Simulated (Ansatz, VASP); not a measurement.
SnO in VASP and in Ansatz

The input POSCAR:

```
SnO
1.0
    0.0000000000      2.7082147171      2.7082147171
    2.7082147171      0.0000000000      2.7082147171
    2.7082147171      2.7082147171      0.0000000000
Sn O
1 1
Direct
    0.0000000000      0.0000000000      0.0000000000
    0.2500000000      0.2500000000      0.2500000000
```

The input INCAR.step1:

```
ALGO = Normal ; EDIFF = 1E-4
ENCUT = 520 ; GGA = PE
ISMEAR = -1 ; LASPH = True
LCHARG = False ; LREAL = False
LWAVE = True ; NBANDS = 17
NELM = 100 ; PREC = Accurate
SIGMA = 0.02
```

File INCAR.step2:

```
ALGO = Normal ; EDIFF = 1E-7
ENCUT = 520 ; ISIF = 2
ISMEAR = -1 ; ISTART = 1
LASPH = True ; LCHARG = False
LMIXTAU = True ; LREAL = False
LWAVE = False ; METAGGA = R2SCAN
NBANDS = 17 ; NELM = 100
PREC = Accurate ; SIGMA = 0.02
```

The input KPOINTS:

```
k-points
0
Gamma
  8 8 8
```

Input for Ansatz:

```yaml
crystal:
  lattice:
    - [0.0, 2.7082147171, 2.7082147171]
    - [2.7082147171, 0.0, 2.7082147171]
    - [2.7082147171, 2.7082147171, 0.0]
  atoms:
    - { symbol: Sn, position: [0.0, 0.0, 0.0] }
    - { symbol: O, position: [0.25, 0.25, 0.25] }
kpoints:
  mp_grid: { grid: [8, 8, 8] }
  band_path:
    path:
      - [0.0, 0.0, 0.0]
      - [-0.5, -0.5, 0.0]
      - [-0.375, -0.375, 0.25]
      - [-0.375, 0.0, 0.375]
      - [0.0, 0.0, 0.5]
      - [-0.5, -0.25, 0.25]
      - [-0.5, -0.4, 0.1]
    npoints: 1
hamiltonian:
  xc: r2scan
scf:
  occupations: { method: fermi_dirac, width: 0.02 }
  n_extra_bands: 4
output:
  forces: true
  stress: true
  eigenvalues: true
```

Alike in both runs: task single point; functional r2SCAN; k mesh 8 × 8 × 8; occupations fermi-dirac, width 0.02 eV; no spin polarisation.

|  | VASP | Ansatz |
| --- | --- | --- |
| version | VASP 6.6.1 | Ansatz 0.2.0 |
| potentials or method | VASP PAW PBE potentials, release 64 (Sn_d, O) | plane waves, PAW |
| plane-wave cutoff (eV) | 520 | 500 |
| valence electrons in the cell | 20 | 20 |

Ansatz gave:

- pressure (GPa): 0.0

Question: What did VASP give for the same quantities?

Answer: Pressure (GPa): 0.3.

VASP's potentials were made for PBE, not for r2SCAN.
